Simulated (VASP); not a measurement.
# Al (P6_3/mmc) in VASP: further runs

Runs on Al. Level: PBEsol. Tasks: single point.

All numbers are computed with VASP 6.6.1; they aren't measurements. Logs are shortened: lines on timing, memory, paths and dates and some standing lists are left out, and cuts for length are marked.

### Step 1. The cell of the first run

The structure is hexagonal, space group P6_3/mmc (No. 194). Conventional cell: a = 2.850 Å, b = 2.850 Å, c = 4.637 Å, α = 90.00°, β = 90.00°, γ = 120.00°. Al (site symmetry -6m2) has 12 Al at 2.84 to 2.85 Å within 3.7 Å.

This isn't the form of Al at room conditions, which is fcc.

### Step 2. Single point, PBEsol

The input, INCAR:

```
SYSTEM = Al
ALGO = Fast
EDIFF = 1E-7
ENCUT = 520
GGA = PS
ISIF = 2
ISMEAR = 0
LASPH = .TRUE.
LCHARG = .FALSE.
LREAL = .FALSE.
LWAVE = .FALSE.
NBANDS = 22
NELM = 60
PREC = Accurate
SIGMA = 0.15
```

The input, KPOINTS:

```
k-points
0
G
  14 14 14
  0 0 0
```

The input, POSCAR:

```
Al
1.0
    2.8500701807      0.0000000000      4.6373162797
    2.8500701807      0.0000000000     -4.6373162797
   -2.8500701806      4.9364663581      0.0000000000
Al
8
Direct
    0.7083333333      0.9583333333      0.1666666667
    0.7083333333      0.9583333333      0.6666666667
    0.2083333333      0.4583333333      0.1666666667
    0.2083333333      0.4583333333      0.6666666667
    0.2916666667      0.0416666667      0.3333333333
    0.2916666667      0.0416666667      0.8333333333
    0.7916666667      0.5416666667      0.3333333333
    0.7916666667      0.5416666667      0.8333333333
```

Potentials or basis: VASP PAW PBE potentials, release 64 (Al).

The run is started by

```console
cat potpaw_PBE.64/Al/POTCAR > POTCAR
mpirun -np 1 vasp_std > vasp.out
```

OUTCAR:

```text
SYSTEM = Al
   EDIFF = 1E-7
   ENCUT = 520
   GGA = PS
   ISIF = 2
   ISMEAR = 0
   LASPH = .TRUE.
   LREAL = .FALSE.
   NELM = 60
   PREC = Accurate

 ion  position               nearest neighbor table
   1  0.708  0.958  0.167-   5 2.84   7 2.84   6 2.84   8 2.84   5 2.84   7 2.84   2 2.85   2 2.85
                             3 2.85   3 2.85   4 2.85   4 2.85
   2  0.708  0.958  0.667-   6 2.84   8 2.84   7 2.84   5 2.84   6 2.84   8 2.84   1 2.85   1 2.85
                             4 2.85   4 2.85   3 2.85   3 2.85
   3  0.208  0.458  0.167-   5 2.84   7 2.84   6 2.84   8 2.84   7 2.84   5 2.84   4 2.85   4 2.85
                             1 2.85   1 2.85   2 2.85   2 2.85
   4  0.208  0.458  0.667-   6 2.84   8 2.84   7 2.84   5 2.84   8 2.84   6 2.84   3 2.85   3 2.85
                             2 2.85   2 2.85   1 2.85   1 2.85
   5  0.292  0.042  0.333-   1 2.84   3 2.84   2 2.84   4 2.84   3 2.84   1 2.84   6 2.85   6 2.85
                             7 2.85   7 2.85   8 2.85   8 2.85
   6  0.292  0.042  0.833-   2 2.84   4 2.84   3 2.84   1 2.84   4 2.84   2 2.84   5 2.85   5 2.85
                             8 2.85   8 2.85   7 2.85   7 2.85
   7  0.792  0.542  0.333-   1 2.84   3 2.84   2 2.84   4 2.84   1 2.84   3 2.84   8 2.85   8 2.85
                             5 2.85   5 2.85   6 2.85   6 2.85
   8  0.792  0.542  0.833-   2 2.84   4 2.84   3 2.84   1 2.84   2 2.84   4 2.84   7 2.85   7 2.85
                             6 2.85   6 2.85   5 2.85   5 2.85

  LATTYP: Found a face centered orthorhombic cell.
 ALAT       =     5.7001403614
 B/A-ratio  =     1.6270884525
 C/A-ratio  =     1.7320508076

  Lattice vectors:

 A1 = (   0.0000000001,   4.9364663581,  -4.6373162797)
 A2 = (   2.8500701808,   4.9364663581,   0.0000000000)
 A3 = (   2.8500701807,   0.0000000000,  -4.6373162797)

Analysis of symmetry for initial positions (statically):
=====================================================================
 Subroutine PRICEL returns following result:

  LATTYP: Found a hexagonal cell.
 ALAT       =     2.8500701807
 C/A-ratio  =     1.6270884525

  Lattice vectors:

 A1 = (   1.4250350903,  -2.4682331790,   0.0000000000)
 A2 = (  -2.8500701807,   0.0000000000,   0.0000000000)
 A3 = (   0.0000000000,   0.0000000000,  -4.6373162797)

   4 primitive cells build up your supercell.

 Routine SETGRP: Setting up the symmetry group for a
 face centered orthorhombic supercell.

 Subroutine GETGRP returns: Found  8 space group operations
 (whereof  4 operations were pure point group operations)
 out of a pool of  8 trial point group operations.

The static configuration has the point symmetry C_2h.
 The point group associated with its full space group is D_2h.

Analysis of symmetry for dynamics (positions and initial velocities):
=====================================================================
 Subroutine PRICEL returns following result:

  LATTYP: Found a hexagonal cell.
 ALAT       =     2.8500701807
 C/A-ratio  =     1.6270884525

  Lattice vectors:

 A1 = (   1.4250350903,  -2.4682331790,   0.0000000000)
 A2 = (  -2.8500701807,   0.0000000000,   0.0000000000)
 A3 = (   0.0000000000,   0.0000000000,  -4.6373162797)

   4 primitive cells build up your supercell.

 Routine SETGRP: Setting up the symmetry group for a
 face centered orthorhombic supercell.

 Subroutine GETGRP returns: Found  8 space group operations
 (whereof  4 operations were pure point group operations)
 out of a pool of  8 trial point group operations.

The dynamic configuration has the point symmetry C_2h.
 The point group associated with its full space group is D_2h.

 Subroutine INISYM returns: Found  8 space group operations
 (whereof  4 operations are pure point group operations),
 and found     4 'primitive' translations

----------------------------------------------------------------------------------------

                                     Primitive cell

  volume of cell :      32.6218

  direct lattice vectors                    reciprocal lattice vectors
     1.425035090 -2.468233179  0.000000000     0.000000000 -0.405148107  0.000000000
    -2.850070181  0.000000000  0.000000000    -0.350868553 -0.202574053  0.000000000
     0.000000000  0.000000000 -4.637316280     0.000000000  0.000000000 -0.215641966

  length of vectors
     2.850070181  2.850070181  4.637316280     0.405148107  0.405148107  0.215641966

  position of ions in fractional coordinates (direct lattice)
     0.666666667  0.333333333  0.250000000
     0.333333333  0.666666667  0.750000000

  ion indices of the primitive-cell ions
   primitive index   ion index
                 1           1
                 2           5

----------------------------------------------------------------------------------------

 KPOINTS: k-points

Automatic generation of k-mesh.
 Grid dimensions read from file:
 generate k-points for:   14   14   14

 Generating k-lattice:

  Cartesian coordinates                     Fractional coordinates (reciprocal lattice)
     0.012531020  0.007234788  0.007701499     0.071428571  0.000000000  0.000000000
     0.012531020  0.007234788 -0.007701499     0.000000000  0.071428571  0.000000000
     0.000000000  0.014469575  0.000000000     0.000000000  0.000000000  0.071428571

  Length of vectors
     0.016391513  0.016391513  0.014469575

  Shift w.r.t. Gamma in fractional coordinates (k-lattice)
     0.000000000  0.000000000  0.000000000

 Subroutine IBZKPT returns following result:
 ===========================================

 Found    428 irreducible k-points:

 Following reciprocal coordinates:
            Coordinates               Weight
  0.000000  0.000000  0.000000      1.000000
  0.071429  0.000000  0.000000      8.000000
  0.142857  0.000000  0.000000      8.000000
  0.214286  0.000000  0.000000      8.000000
  0.285714  0.000000  0.000000      8.000000
  0.357143  0.000000  0.000000      8.000000
[... 16 lines left out ...]
  0.214286  0.142857  0.000000      8.000000
  0.285714  0.142857  0.000000      8.000000
 [... further k-points ...]
   k-points           NKPTS =    428   k-points in BZ     NKDIM =    428   number of bands    NBANDS=     22
   number of dos      NEDOS =    301   number of ions     NIONS =      8
   total plane-waves  NPLWV =  67200
   dimension x,y,z NGX =    40 NGY =   40 NGZ =   42
   dimension x,y,z NGXF=    80 NGYF=   80 NGZF=   84
   ions per type =               8
   NGX,Y,Z   is equivalent  to a cutoff of  12.22, 12.22, 12.25 a.u.
   NGXF,Y,Z  is equivalent  to a cutoff of  24.43, 24.43, 24.50 a.u.
 SYSTEM =  Al
   PREC   = accura    normal or accurate (medium, high low for compatibility)
   ISTART =      0    job   : 0-new  1-cont  2-samecut
   ICHARG =      2    charge: 1-file 2-atom 10-const
   ISPIN  =      1    spin polarized calculation?
   LNONCOLLINEAR =      F non collinear calculations
   LSORBIT =      F    spin-orbit coupling
   LASPH  =      T    aspherical Exc in radial PAW
   ENCUT  =  520.0 eV  38.22 Ry    6.18 a.u.  10.12 10.12 10.60*2*pi/ulx,y,z
   NELM   =     60;   NELMIN=  2; NELMDL= -5     # of ELM steps
   EDIFF  = 0.1E-06   stopping-criterion for ELM
   LREAL  =      F    real-space projection
   EDIFFG = 0.1E-05   stopping-criterion for IOM
   NSW    =      0    number of steps for IOM
   IBRION =     -1    ionic relax: 0-MD 1-quasi-New 2-CG
   NFREE  =      0    steps in history (QN), initial steepest desc. (CG)
   ISIF   =      2    stress and relaxation
   ISYM   =      2    0-nonsym 1-usesym 2-fastsym
   POTIM  = 0.5000    time-step for ionic-motion
   TEBEG  =    0.0;   TEEND  =   0.0 temperature during run
   PSTRESS=    0.0 pullay stress
   NELECT =      24.0000    total number of electrons
   NUPDOWN=      -1.0000    fix difference up-down
   EMIN   =  10.00;   EMAX   =-10.00  energy-range for DOS
   EFERMI =   0.00;   METHOD = LEGACY
   ISMEAR =     0;   SIGMA  =   0.15  broadening in eV -4-tet -1-fermi 0-gaus
   EFERMI_NEDOS =   21; number of points for ismear=-14 and -15
   IALGO  =     68    algorithm
   IMIX   =      4    mixing-type and parameters
     AMIX     =   0.40;   BMIX     =  1.00
     AMIX_MAG =   1.60;   BMIX_MAG =  1.00
  volume/ion in A,a.u.               =      16.31       110.07
  Fermi-wavevector in a.u.,A,eV,Ry     =   0.931013  1.759360 11.793330  0.866785
  Thomas-Fermi vector in A             =   2.057462
   LORBIT       =      0    0 simple, 1 ext, 2 COOP (PROOUT), +10 PAW based schemes
   GGA     = PS    functional components
   LHFCALC =     F    Hartree Fock is set to
   AEXX    =    0.0000 exact exchange contribution
   IVDW    =     0    specifies the selected vdW correction
   LEPSILON=     F    determine dielectric tensor
   LRPA    =     F    only Hartree local field effects (RPA)
 non-spin polarized calculation
 RMM-DIIS sequential band-by-band and
 Gauss-broadening in eV      SIGMA  =   0.15
  energy-cutoff  :      520.00
  volume of cell :      130.49
 maximum number of plane-waves:      3550
   NGX = 21   NGY = 21   NGZ = 21

 number of electron      24.0000000 magnetization

 Free energy of the ion-electron system (eV)
  ---------------------------------------------------
  ext. energy  EPLUGINS =         0.00000000
  ---------------------------------------------------
  free energy    TOTEN  =       -32.48878833 eV

  energy without entropy =      -32.44971668  energy(sigma->0) =      -32.46925251

 E-fermi :   8.0678     XC(G=0): -10.3001

 val. band max:        8.0642677269   @ k =  -0.4286   0.5000   0.2857
 cond. band min:       8.0694202017   @ k =   0.4286   0.3571   0.0714
 fundamental gap:      0.0051524748
 Fermi energy:         8.0678305711

 k-point     1 :       0.0000    0.0000    0.0000
  band No.  band energies     occupation
      1      -3.1417      2.00000
      2       2.7017      2.00000
      3       2.8847      2.00000
      4       3.4525      2.00000
      5       3.7196      2.00000
      6       4.1075      2.00000
[... 14 lines left out ...]
     21      15.1301      0.00000
     22      15.1310      0.00000
[... 552 lines left out ...]
  band No.  band energies     occupation
      1      -1.9963      2.00000
      2       0.0672      2.00000
      3       1.0241      2.00000
      4       1.3997      2.00000
      5       2.5785      2.00000
      6       3.5073      2.00000
[... 14 lines left out ...]
     21      12.3106      0.00000
     22      13.3153      0.00000

 [... further k-points ...]

------------------------ aborting loop because EDIFF is reached ----------------------------------------

  FORCE on cell =-STRESS in cart. coord.  units (eV):
  Direction    XX          YY          ZZ          XY          YZ          ZX
  --------------------------------------------------------------------------------------
  -------------------------------------------------------------------------------------
  Total       -0.2690846     -0.1781285      0.6320376     -0.0000000     -0.0000000      0.0000000
  in kB       -3.3039306     -2.1871352      7.7604164     -0.0000000     -0.0000000      0.0000000
  external PRESSURE =       0.7564502 kB  Pullay stress =       0.0000000 kB

 VOLUME and BASIS-vectors are now :
 -----------------------------------------------------------------------------
  energy-cutoff  :      520.00
  volume of cell :      130.49
      direct lattice vectors                 reciprocal lattice vectors
     2.850070181  0.000000000  4.637316280     0.175434276  0.101287027  0.107820983
     2.850070181  0.000000000 -4.637316280     0.175434276  0.101287027 -0.107820983
    -2.850070181  4.936466358  0.000000000     0.000000000  0.202574053  0.000000000

 POSITION                                       TOTAL-FORCE (eV/Angst)
 -----------------------------------------------------------------------------------
      4.27511      0.82274     -1.15933         0.000000      0.000469      0.000000
      2.85007      3.29098     -1.15933         0.000000      0.000469      0.000000
      1.42504      0.82274     -1.15933         0.000000      0.000469      0.000000
     -0.00000      3.29098     -1.15933         0.000000      0.000469      0.000000
      0.00000      1.64549      1.15933        -0.000000     -0.000469      0.000000
     -1.42504      4.11372      1.15933        -0.000000     -0.000469      0.000000
      2.85007      1.64549      1.15933        -0.000000     -0.000469      0.000000
      1.42504      4.11372      1.15933        -0.000000     -0.000469      0.000000
 -----------------------------------------------------------------------------------
    total drift:                               -0.000000      0.000000     -0.000000

  FREE ENERGIE OF THE ION-ELECTRON SYSTEM (eV)
  ---------------------------------------------------
  free  energy   TOTEN  =       -32.4887883301 eV

  energy  without entropy=      -32.4497166804  energy(sigma->0) =      -32.46925251
```

It took 8.6 min on 1 thread of Intel Xeon 6975P-C (Granite Rapids), shared host; peak memory 0.85 GiB.

What came out:

- Free energy: -32.4888 eV
- Pressure: 0.1 GPa
- Band gap on the k mesh: zero (bands 12 and 13 overlap by 5.62 eV)

Stress tensor (GPa, compression positive):
```
-0.33  0.00  0.00
 0.00 -0.22  0.00
 0.00  0.00  0.78
```

Caveat: the PAW data sets were made with another functional, which shifts forces and pressure a little.

### Step 3. Single point, PBEsol (16.01 Å³/atom)

The input, INCAR:

```
SYSTEM = Al
PREC = Accurate ; ENCUT = 520
EDIFF = 1E-7 ; ISMEAR = -1
SIGMA = 0.15 ; LREAL = .False.
LASPH = .True. ; NELM = 60
ALGO = Normal ; ISIF = 2
LWAVE = .False. ; LCHARG = .False.
GGA = PS ; NBANDS = 10
```

The input, KPOINTS:

```
regular mesh
0
Gamma
  18 18 10
  0 0 0
```

The input, POSCAR:

```
Al
1.0
    2.8216946789      0.0000000000      0.0000000000
   -1.4108473394      2.4436592736      0.0000000000
    0.0000000000      0.0000000000      4.6423690913
Al
2
Direct
    0.6666666667      0.3333333333      0.7500000000
    0.3333333333      0.6666666667      0.2500000000
```

Potentials or basis: VASP PAW PBE potentials, release 64 (Al).

The run is started by

```console
cat potpaw_PBE.64/Al/POTCAR > POTCAR
mpirun -np 1 vasp_std > vasp.out
```

Run time: 47 s. Hardware: 1 thread of Intel Xeon 8259CL, shared host; peak memory 0.19 GiB.

The run converged. Its results:

| Item | Value |
| --- | --- |
| Free energy | -8.1441 eV |
| Pressure | 1.7 GPa |
| Band gap on the k mesh | zero (bands 3 and 4 overlap by 7.38 eV) |

Levels at points of the mesh, in eV from the Fermi level:
```csv
k point,band 1,band 2,band 3,band 4,band 5,band 6,band 7
"(0.00, 0.00, 0.00)",-11.34,-4.75,-4.51,10.93,10.93,11.23,11.23
"(0.50, 0.00, 0.00)",-5.36,-5.22,0.60,1.12,1.44,1.79,5.82
"(0.00, 0.00, 0.50)",-9.64,-9.64,3.36,3.36,12.09,12.09,12.09
"(0.50, 0.00, 0.50)",-4.00,-4.00,-3.24,-3.24,7.28,7.28,7.64
```

Caveat: the PAW data sets were made with another functional, which shifts forces and pressure a little.

### Step 4. Single point, PBEsol

This run uses another cell than the first one: it holds 2 atoms, not 8.

The input, INCAR:

```
SYSTEM = Al
PREC = Accurate ; ENCUT = 520
EDIFF = 1E-7 ; ISMEAR = 0
SIGMA = 0.1 ; LREAL = .False.
LASPH = .True. ; NELM = 80
ALGO = Normal ; ISIF = 2
LWAVE = .False. ; LCHARG = .True.
GGA = PS ; LELF = .True.
LVHAR = .True. ; NBANDS = 10
```

KPOINTS is that of step 3.

The input, POSCAR:

```
Al
1.0
    2.8500699655      0.0000000000      0.0000000000
   -1.4250349827      2.4682329927      0.0000000000
    0.0000000000      0.0000000000      4.6373166447
Al
2
Direct
    0.6666666667      0.3333333333      0.7500000000
    0.3333333333      0.6666666667      0.2500000000
```

The run is started by

```console
cat potpaw_PBE.64/Al/POTCAR > POTCAR
mpirun -np 1 vasp_std > vasp.out
```

Wall time 47 s (1 thread of Intel Xeon 8259CL, shared host); peak memory 0.19 GiB.

The run converged. Its results:

| Item | Value |
| --- | --- |
| Free energy | -8.1162 eV |
| Pressure | 0.1 GPa |
| Band gap on the k mesh | zero (bands 3 and 4 overlap by 7.43 eV) |

Levels at points of the mesh, in eV from the Fermi level:
| k point | band 1 | band 2 | band 3 | band 4 | band 5 | band 6 | band 7 |
| --- | --- | --- | --- | --- | --- | --- | --- |
| (0.00, 0.00, 0.00) | -11.22 | -4.62 | -4.36 | 10.58 | 10.58 | 10.97 | 10.97 |
| (0.50, 0.00, 0.00) | -5.38 | -5.19 | 0.60 | 1.18 | 1.48 | 1.81 | 5.59 |
| (0.00, 0.00, 0.50) | -9.51 | -9.51 | 3.52 | 3.52 | 11.82 | 11.82 | 11.82 |
| (0.50, 0.00, 0.50) | -3.97 | -3.97 | -3.25 | -3.25 | 7.05 | 7.05 | 7.60 |

Caveat: the PAW data sets were made with another functional, which shifts forces and pressure a little.

### Step 5. Single point, PBEsol

This run uses another cell than the first one: it holds 2 atoms, not 8.

The input, INCAR:

```
PREC = Accurate
ENCUT = 520
EDIFF = 1E-7
ISMEAR = -1
SIGMA = 0.15
LREAL = False
LASPH = True
NELM = 80
ALGO = Fast
ISIF = 2
LWAVE = False
LCHARG = True
GGA = PS
LELF = True
LVHAR = True
NBANDS = 10
```

The input, KPOINTS:

```
Automatic mesh
0
Gamma
  18 18 10
```

The input, POSCAR:

```
Al
1.0
    2.8403106404      0.0000000000      0.0000000000
   -1.4201553202      2.4597811692      0.0000000000
    0.0000000000      0.0000000000      4.6752188705
Al
2
Direct
    0.6666666667      0.3333333333      0.7500000000
    0.3333333333      0.6666666667      0.2500000000
```

The run is started by

```console
cat potpaw_PBE.64/Al/POTCAR > POTCAR
mpirun -np 1 vasp_std > vasp.out
```

It took 62 s on 1 thread of Intel Xeon 8259CL, shared host; peak memory 0.19 GiB.

Results (log left out):

```yaml
Free_energy: -8.1477 eV
Pressure: 0.1 GPa
Band_gap_on_the_k_mesh: zero (bands 3 and 4 overlap by 7.31 eV)
```

Levels at points of the mesh, in eV from the Fermi level:
```tsv
k point	band 1	band 2	band 3	band 4	band 5	band 6
(0.00, 0.00, 0.00)	-11.20	-4.67	-4.49	10.77	10.77	11.12
(0.50, 0.00, 0.00)	-5.31	-5.14	0.61	1.09	1.47	1.74
(0.00, 0.00, 0.50)	-9.52	-9.52	3.31	3.31	11.97	11.97
(0.50, 0.00, 0.50)	-3.94	-3.94	-3.21	-3.21	7.17	7.17
```

Caveat: the PAW data sets were made with another functional, which shifts forces and pressure a little.

### Step 6. Single point, PBEsol

This run uses another cell than the first one: it holds 2 atoms, not 8.

The input, INCAR:

```
SYSTEM = Al
ALGO = Normal
EDIFF = 1E-6
ENCUT = 520
GGA = PS
ISIF = 2
ISMEAR = -1
LASPH = .True.
LCHARG = .False.
LREAL = .False.
LWAVE = .False.
NBANDS = 10
NELM = 60
PREC = Accurate
SIGMA = 0.15
```

The input, KPOINTS:

```
k-points
0
Gamma
  18 18 10
  0 0 0
```

POSCAR is that of step 5.

Potentials or basis: VASP PAW PBE potentials, release 64 (Al).

The run is started by

```console
cat potpaw_PBE.64/Al/POTCAR > POTCAR
mpirun -np 1 vasp_std > vasp.out
```

Wall time 45 s (1 thread of Intel Xeon 8259CL, shared host); peak memory 0.19 GiB.

Results (log left out):

| Quantity | Value |
| --- | --- |
| Free energy | -8.1477 eV |
| Pressure | 0.1 GPa |
| Band gap on the k mesh | zero (bands 3 and 4 overlap by 7.31 eV) |

Levels at points of the mesh, in eV from the Fermi level:
```csv
k point,band 1,band 2,band 3,band 4,band 5,band 6,band 7
"(0.00, 0.00, 0.00)",-11.20,-4.67,-4.49,10.77,10.77,11.12,11.12
"(0.50, 0.00, 0.00)",-5.31,-5.14,0.61,1.09,1.47,1.74,5.73
"(0.00, 0.00, 0.50)",-9.52,-9.52,3.31,3.31,11.97,11.97,11.97
"(0.50, 0.00, 0.50)",-3.94,-3.94,-3.21,-3.21,7.17,7.17,7.60
```

Caveat: the PAW data sets were made with another functional, which shifts forces and pressure a little.

### Step 7. The runs side by side

| cell | k mesh | smearing | gap on the mesh (eV) | pressure (GPa) |
| --- | --- | --- | --- | --- |
| a = 5.443, b = 5.443, c = 5.700 Å, angles 105.2, 105.2, 116.9°, 8 atoms, atomic positions A | 14 × 14 × 14 | gaussian 0.15 eV | none | 0.1 |
| a = 2.822, b = 2.822, c = 4.642 Å, angles 90.0, 90.0, 120.0°, 2 atoms, atomic positions B | 18 × 18 × 10 | fermi-dirac 0.15 eV | none | 1.7 |
| a = 2.850, b = 2.850, c = 4.637 Å, angles 90.0, 90.0, 120.0°, 2 atoms, atomic positions B | 18 × 18 × 10 | gaussian 0.1 eV | none | 0.1 |
| a = 2.840, b = 2.840, c = 4.675 Å, angles 90.0, 90.0, 120.0°, 2 atoms, atomic positions B | 18 × 18 × 10 | fermi-dirac 0.15 eV | none | 0.1 |

Alike in all rows: task single point; level PBEsol; potentials or basis VASP PAW PBE potentials, release 64 (Al); no spin polarisation; cutoff (eV) 520.

Caveats: the PAW data sets were made with another functional, which shifts forces and pressure a little.

Absolute energies hang on the potentials; compare differences alone.

The gap in the log of VASP goes by the Fermi energy; the results here count the filled bands.